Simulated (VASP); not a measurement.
# Al (P6_3/mmc) in VASP: further runs

Al is run at these levels: PBE+D3(BJ); tasks: single point.

All numbers are computed with VASP 6.6.1; they aren't measurements. Logs are shortened: lines on timing, memory, paths and dates and some standing lists are left out, and cuts for length are marked.

## (1) The cell of the first run

The structure is hexagonal, space group P6_3/mmc (No. 194). Conventional cell: a = 2.774 Å, b = 2.774 Å, c = 8.751 Å, α = 90.00°, β = 90.00°, γ = 120.00°. Within 3.6 Å of Al (site symmetry -3m) lie 12 Al at 2.71 to 2.77 Å. Within 3.6 Å of Al (site symmetry -6m2) lie 12 Al at 2.71 to 2.77 Å.

This isn't the form of Al at room conditions, which is fcc.

## (2) Single point, PBE+D3(BJ) (14.58 Å³/atom)

File INCAR:

```
PREC = Accurate ; ENCUT = 520
EDIFF = 1E-6 ; ISMEAR = 0
SIGMA = 0.15 ; LREAL = False
LASPH = True ; NELM = 80
ALGO = Fast ; ISIF = 2
LWAVE = False ; LCHARG = False
GGA = PE ; IVDW = 12
NBANDS = 14
```

File KPOINTS:

```
regular mesh
0
Gamma
  18 18 6
```

File POSCAR:

```
Al
1.0
    2.7741080537      0.0000000000      0.0000000000
   -1.3870540269      2.4024480474      0.0000000000
    0.0000000000      0.0000000000      8.7506464447
Al
4
Direct
    0.0000000000      0.0000000000      0.0000000000
    0.3333333333      0.6666666667      0.2500000000
    0.0000000000      0.0000000000      0.5000000000
    0.6666666667      0.3333333333      0.7500000000
```

Potentials or basis: VASP PAW PBE potentials, release 64 (Al).

On the command line:

```sh
> cat potpaw_PBE.64/Al/POTCAR > POTCAR
> mpirun -np 1 vasp_std > vasp.out
```

OUTCAR:

```text
PREC = Accurate
   ENCUT = 520
   EDIFF = 1E-6
   ISMEAR = 0
   LREAL = False
   LASPH = True
   NELM = 80
   ISIF = 2
   GGA = PE
   IVDW = 12
 IVDW          = 12

 ion  position               nearest neighbor table
   1  0.000  0.000  0.000-   2 2.71   4 2.71   4 2.71   2 2.71   4 2.71   2 2.71
   2  0.333  0.667  0.250-   1 2.71   3 2.71   1 2.71   3 2.71   1 2.71   3 2.71
   3  0.000  0.000  0.500-   2 2.71   4 2.71   4 2.71   2 2.71   4 2.71   2 2.71
   4  0.667  0.333  0.750-   1 2.71   3 2.71   1 2.71   3 2.71   1 2.71   3 2.71

  LATTYP: Found a hexagonal cell.
 ALAT       =     2.7741080537
 C/A-ratio  =     3.1544000000

  Lattice vectors:

 A1 = (   2.7741080537,   0.0000000000,   0.0000000000)
 A2 = (  -1.3870540269,   2.4024480474,   0.0000000000)
 A3 = (   0.0000000000,   0.0000000000,   8.7506464447)

Analysis of symmetry for initial positions (statically):
=====================================================================
 Subroutine PRICEL returns:
 Original cell was already a primitive cell.

 Routine SETGRP: Setting up the symmetry group for a
 hexagonal supercell.

 Subroutine GETGRP returns: Found 24 space group operations
 (whereof 12 operations were pure point group operations)
 out of a pool of 24 trial point group operations.

The static configuration has the point symmetry D_3d.
 The point group associated with its full space group is D_6h.

Analysis of symmetry for dynamics (positions and initial velocities):
=====================================================================
 Subroutine PRICEL returns:
 Original cell was already a primitive cell.

 Routine SETGRP: Setting up the symmetry group for a
 hexagonal supercell.

 Subroutine GETGRP returns: Found 24 space group operations
 (whereof 12 operations were pure point group operations)
 out of a pool of 24 trial point group operations.

The dynamic configuration has the point symmetry D_3d.
 The point group associated with its full space group is D_6h.

 Subroutine INISYM returns: Found 24 space group operations
 (whereof 12 operations are pure point group operations),
 and found     1 'primitive' translations

----------------------------------------------------------------------------------------

                                     Primitive cell

  volume of cell :      58.3200

  direct lattice vectors                    reciprocal lattice vectors
[... 105 lines left out ...]
   EFERMI =   0.00;   METHOD = LEGACY
   ISMEAR =     0;   SIGMA  =   0.15  broadening in eV -4-tet -1-fermi 0-gaus
   EFERMI_NEDOS =   21; number of points for ismear=-14 and -15
   IALGO  =     68    algorithm
   IMIX   =      4    mixing-type and parameters
     AMIX     =   0.40;   BMIX     =  1.00
     AMIX_MAG =   1.60;   BMIX_MAG =  1.00
  volume/ion in A,a.u.               =      14.58        98.39
  Fermi-wavevector in a.u.,A,eV,Ry     =   0.966487  1.826396 12.709166  0.934097
  Thomas-Fermi vector in A             =   2.096293
   LORBIT       =      0    0 simple, 1 ext, 2 COOP (PROOUT), +10 PAW based schemes
   GGA     = PE    functional components
   LHFCALC =     F    Hartree Fock is set to
   AEXX    =    0.0000 exact exchange contribution
   IVDW    =    12    specifies the selected vdW correction
   LEPSILON=     F    determine dielectric tensor
   LRPA    =     F    only Hartree local field effects (RPA)
 non-spin polarized calculation
 RMM-DIIS sequential band-by-band and
 Gauss-broadening in eV      SIGMA  =   0.15
  energy-cutoff  :      520.00
  volume of cell :       58.32
 maximum number of plane-waves:      1588
 NGX is ok and might be reduce to    24
   NGX = 11   NGY = 11   NGZ = 33

 number of electron      12.0000000 magnetization

 Free energy of the ion-electron system (eV)
  ---------------------------------------------------
  ext. energy  EPLUGINS =         0.00000000
  ---------------------------------------------------
  free energy    TOTEN  =       -14.63336320 eV

  energy without entropy =      -14.61791769  energy(sigma->0) =      -14.62564044

 E-fermi :   9.3400     XC(G=0): -10.6530

 val. band max:        9.3100766824   @ k =   0.2222   0.2222   0.3333
 cond. band min:       9.3421483907   @ k =   0.3333   0.1111   0.1667
 fundamental gap:      0.0320717083
 Fermi energy:         9.3399867219

 k-point     1 :       0.0000    0.0000    0.0000
  band No.  band energies     occupation
      1      -2.6662      2.00000
      2      -0.7497      2.00000
      3      -0.7494      2.00000
      4       4.4778      2.00000
      5       5.2489      2.00000
      6      13.7456      0.00000
      7      13.7691      0.00000
      8      20.4283      0.00000
      9      20.4283      0.00000
     10      20.5284      0.00000
     11      20.5284      0.00000
     12      21.4978      0.00000
     13      21.4999      0.00000
     14      21.6416      0.00000
[... 377 lines left out ...]
      1       2.5215      2.00000
      2       4.3148      2.00000
      3       4.3328      2.00000
      4       5.2076      2.00000
      5       7.0928      2.00000
      6       7.1084      2.00000
      7       9.3782      0.71874
      8      10.2474      0.00000
      9      11.7385      0.00000
     10      11.9689      0.00000
     11      13.4597      0.00000
     12      13.7662      0.00000
     13      14.2761      0.00000
     14      18.3520      0.00000

 [... further k-points ...]

------------------------ aborting loop because EDIFF is reached ----------------------------------------

 Edisp (eV)   -1.53025

 E8    (eV) :    -0.6857

  FORCE on cell =-STRESS in cart. coord.  units (eV):
  Direction    XX          YY          ZZ          XY          YZ          ZX
  --------------------------------------------------------------------------------------
  -------------------------------------------------------------------------------------
  Total       2.56305     2.56305     4.42375    -0.00000    -0.00000     0.00000
  in kB      70.41264    70.41264   121.53004    -0.00000    -0.00000     0.00000
  external pressure =       87.45 kB  Pullay stress =        0.00 kB

 VOLUME and BASIS-vectors are now :
 -----------------------------------------------------------------------------
  energy-cutoff  :      520.00
  volume of cell :       58.32
      direct lattice vectors                 reciprocal lattice vectors
     2.774108054  0.000000000  0.000000000     0.360476225  0.208121046  0.000000000
    -1.387054027  2.402448047  0.000000000     0.000000000  0.416242092  0.000000000
     0.000000000  0.000000000  8.750646445     0.000000000  0.000000000  0.114277272

 POSITION                                       TOTAL-FORCE (eV/Angst)
 -----------------------------------------------------------------------------------
      0.00000      0.00000      0.00000         0.000000      0.000000      0.000000
     -0.00000      1.60163      2.18766         0.000000     -0.000000     -0.000000
      0.00000      0.00000      4.37532         0.000000      0.000000      0.000000
      1.38705      0.80082      6.56298        -0.000000      0.000000      0.000000
 -----------------------------------------------------------------------------------
    total drift:                                0.000000     -0.000000      0.000000

  FREE ENERGIE OF THE ION-ELECTRON SYSTEM (eV)
  ---------------------------------------------------
  free  energy   TOTEN  =       -16.1636089218 eV

  energy  without entropy=      -16.1481634028  energy(sigma->0) =      -16.15588616
```

OSZICAR:

```text
N       E                     dE             d eps       ncg     rms          rms(c)
DAV:   1     0.772205118069E+01    0.77221E+01   -0.42624E+03  4152   0.669E+02
DAV:   2    -0.140291758810E+02   -0.21751E+02   -0.20075E+02  5476   0.939E+01
DAV:   3    -0.147355376456E+02   -0.70636E+00   -0.69748E+00  5434   0.136E+01
DAV:   4    -0.147400634299E+02   -0.45258E-02   -0.45252E-02  4958   0.136E+00
DAV:   5    -0.147401133145E+02   -0.49885E-04   -0.49884E-04  5486   0.147E-01    0.307E+00
RMM:   6    -0.146777935174E+02    0.62320E-01   -0.39885E-03  4150   0.372E-01    0.180E+00
RMM:   7    -0.146336803692E+02    0.44113E-01   -0.11627E-02  4275   0.612E-01    0.198E-01
RMM:   8    -0.146333595888E+02    0.32078E-03   -0.78601E-04  4416   0.186E-01    0.220E-02
RMM:   9    -0.146333658983E+02   -0.63096E-05   -0.11993E-04  4742   0.775E-02    0.408E-02
RMM:  10    -0.146333672841E+02   -0.13858E-05   -0.14450E-05  4826   0.254E-02    0.759E-02
RMM:  11    -0.146333647246E+02    0.25595E-05   -0.34721E-06  4417   0.117E-02    0.648E-02
RMM:  12    -0.146333632435E+02    0.14811E-05   -0.80187E-07  3119   0.618E-03    0.230E-02
RMM:  13    -0.146333632044E+02    0.39155E-07   -0.27301E-07  2448   0.358E-03
   1 F= -.16163609E+02 E0= -.16155886E+02  d E =-.154455E-01
```

It took 70 s on 1 thread of AMD EPYC 9R45 (Zen 5), shared host; peak memory 0.22 GiB.

Results:

* Free energy: -16.1636 eV
* Pressure: 8.7 GPa
* Band gap on the k mesh: zero (bands 6 and 7 overlap by 6.39 eV)
* Dispersion energy per atom: -0.383 eV

Caveat: the cell stands under pressure.

## (3) Single point, PBE+D3(BJ) (14.58 Å³/atom)

File INCAR:

```
PREC = Accurate ; ENCUT = 520
EDIFF = 1E-6 ; ISMEAR = 0
SIGMA = 0.15 ; LREAL = False
LASPH = True ; NELM = 60
ALGO = Normal ; ISIF = 2
LWAVE = False ; LCHARG = True
GGA = PE ; IVDW = 12
LELF = True ; LVHAR = True
NBANDS = 14
```

KPOINTS is that of step 2.

File POSCAR:

```
Al
1.0
    2.7372742987      0.0000000000      0.0000000000
   -1.3686371494      2.3705490798      0.0000000000
    0.0000000000      0.0000000000      8.9877346965
Al
4
Direct
    0.0000000000      0.0000000000      0.0000000000
    0.3333333333      0.6666666667      0.2500000000
    0.0000000000      0.0000000000      0.5000000000
    0.6666666667      0.3333333333      0.7500000000
```

Potentials or basis: VASP PAW PBE potentials, release 64 (Al).

On the command line:

```sh
> cat potpaw_PBE.64/Al/POTCAR > POTCAR
> mpirun -np 1 vasp_std > vasp.out
```

Wall time 42 s (1 thread of AMD EPYC 9R45 (Zen 5), shared host); peak memory 0.2 GiB.

It converged, with:

* Free energy: -16.1887 eV
* Pressure: 8.6 GPa
* Band gap on the k mesh: zero (bands 6 and 7 overlap by 5.70 eV)
* Dispersion energy per atom: -0.383 eV

Stress tensor (GPa, compression positive):
```
8.64 0.00 0.00
0.00 8.64 0.00
0.00 0.00 8.47
```

Levels at points of the mesh, in eV from the Fermi level:
| k point | band 2 | band 3 | band 4 | band 5 | band 6 | band 7 | band 8 | band 9 | band 10 | band 11 |
| --- | --- | --- | --- | --- | --- | --- | --- | --- | --- | --- |
| (0.00, 0.00, 0.00) | -10.19 | -10.18 | -5.11 | -4.61 | 3.60 | 3.62 | 11.75 | 11.75 | 11.77 | 11.77 |
| (0.50, 0.00, 0.00) | -5.59 | -4.24 | -4.24 | -3.42 | -3.41 | 0.80 | 1.18 | 1.54 | 1.89 | 6.30 |
| (0.00, 0.00, 0.50) | -11.54 | -7.95 | -7.95 | -0.98 | -0.98 | 8.79 | 8.79 | 12.02 | 12.02 | 12.02 |
| (0.50, 0.00, 0.50) | -5.24 | -5.11 | -5.11 | -1.97 | -1.97 | -1.25 | -1.25 | 4.86 | 4.86 | 4.97 |

Caveat: the cell stands under pressure.

## (4) Single point, PBE+D3(BJ) (14.58 Å³/atom)

File INCAR:

```
  ALGO = Normal
  EDIFF = 1E-6
  ENCUT = 520
  GGA = PE
  ISIF = 2
  ISMEAR = 0
  IVDW = 12
  LASPH = T
  LCHARG = F
  LREAL = F
  LWAVE = F
  NBANDS = 14
  NELM = 60
  PREC = Accurate
  SIGMA = 0.15
```

File KPOINTS:

```
k-points
0
Gamma
  18 18 6
```

File POSCAR:

```
Al
1.0
    2.7009305224      0.0000000000      0.0000000000
   -1.3504652612      2.3390744462      0.0000000000
    0.0000000000      0.0000000000      9.2312403395
Al
4
Direct
    0.0000000000      0.0000000000      0.0000000000
    0.3333333333      0.6666666667      0.2500000000
    0.0000000000      0.0000000000      0.5000000000
    0.6666666667      0.3333333333      0.7500000000
```

On the command line:

```sh
> cat potpaw_PBE.64/Al/POTCAR > POTCAR
> mpirun -np 1 vasp_std > vasp.out
```

It took 39 s on 1 thread of AMD EPYC 9R45 (Zen 5), shared host; peak memory 0.21 GiB.

The run converged. Its results:

```
Free energy                : -16.1575 eV
Pressure                   : 8.9 GPa
Band gap on the k mesh     : zero (bands 6 and 7 overlap by 5.00 eV)
Dispersion energy per atom : -0.383 eV
```

Stress tensor (GPa, compression positive):
```
10.74  0.00  0.00
 0.00 10.74  0.00
 0.00  0.00  5.25
```

Levels at points of the mesh, in eV from the Fermi level:
```csv
k point,band 4,band 5,band 6,band 7,band 8,band 9
"(0.00, 0.00, 0.00)",-5.34,-5.12,2.83,2.84,12.17,12.35
"(0.50, 0.00, 0.00)",-4.16,-3.33,-3.30,0.78,1.13,1.20
"(0.00, 0.00, 0.50)",-8.15,-1.55,-1.55,7.81,7.81,12.57
"(0.50, 0.00, 0.50)",-4.95,-1.99,-1.99,-1.27,-1.27,4.56
```

Caveat: the cell stands under pressure.

## (5) Single point, PBE+D3(BJ) (14.58 Å³/atom)

File INCAR:

```
PREC = Accurate
ENCUT = 520
EDIFF = 1E-6
ISMEAR = 0
SIGMA = 0.15
LREAL = False
LASPH = True
NELM = 80
ALGO = Normal
ISIF = 2
LWAVE = False
LCHARG = False
GGA = PE
IVDW = 12
NBANDS = 14
```

File KPOINTS:

```
regular mesh
0
Gamma
  18 18 6
```

File POSCAR:

```
Al
1.0
    2.7190572195      0.0000000000      0.0000000000
   -1.3595286098      2.3547726264      0.0000000000
    0.0000000000      0.0000000000      9.1085697797
Al
4
Direct
    0.0000000000      0.0000000000      0.0000000000
    0.3333333333      0.6666666667      0.2500000000
    0.0000000000      0.0000000000      0.5000000000
    0.6666666667      0.3333333333      0.7500000000
```

On the command line:

```sh
> cat potpaw_PBE.64/Al/POTCAR > POTCAR
> mpirun -np 1 vasp_std > vasp.out
```

Run time: 38 s. Hardware: 1 thread of AMD EPYC 9R45 (Zen 5), shared host; peak memory 0.21 GiB.

Results (log left out):

| Quantity | Value |
| --- | --- |
| Free energy | -16.1799 eV |
| Pressure | 8.7 GPa |
| Band gap on the k mesh | zero (bands 6 and 7 overlap by 5.37 eV) |
| Dispersion energy per atom | -0.383 eV |

Stress tensor (GPa, compression positive):
```
9.83 0.00 0.00
0.00 9.83 0.00
0.00 0.00 6.37
```

Levels at points of the mesh, in eV from the Fermi level:
| k point | band 4 | band 5 | band 6 | band 7 | band 8 | band 9 |
| --- | --- | --- | --- | --- | --- | --- |
| (0.00, 0.00, 0.00) | -5.23 | -4.87 | 3.21 | 3.22 | 12.06 | 12.06 |
| (0.50, 0.00, 0.00) | -4.21 | -3.38 | -3.37 | 0.78 | 1.15 | 1.36 |
| (0.00, 0.00, 0.50) | -8.05 | -1.27 | -1.27 | 8.29 | 8.29 | 12.29 |
| (0.50, 0.00, 0.50) | -5.04 | -1.99 | -1.99 | -1.27 | -1.27 | 4.74 |

Caveat: the cell stands under pressure.

## (6) Overview

```tsv
cell	gap on the mesh (eV)	pressure (GPa)
a = 2.774, b = 2.774, c = 8.751 Å, angles 90.0, 90.0, 120.0°, 4 atoms	none	8.7
a = 2.737, b = 2.737, c = 8.988 Å, angles 90.0, 90.0, 120.0°, 4 atoms	none	8.6
a = 2.701, b = 2.701, c = 9.231 Å, angles 90.0, 90.0, 120.0°, 4 atoms	none	8.9
a = 2.719, b = 2.719, c = 9.109 Å, angles 90.0, 90.0, 120.0°, 4 atoms	none	8.7
```

Alike in all rows: task single point; level PBE+D3(BJ); potentials or basis VASP PAW PBE potentials, release 64 (Al); no spin polarisation; k mesh 18 × 18 × 6; cutoff (eV) 520; smearing gaussian 0.15 eV.

Caveats: the cell stands under pressure.

Total energies depend on the potentials used, so only differences within one code and one set of settings carry meaning.
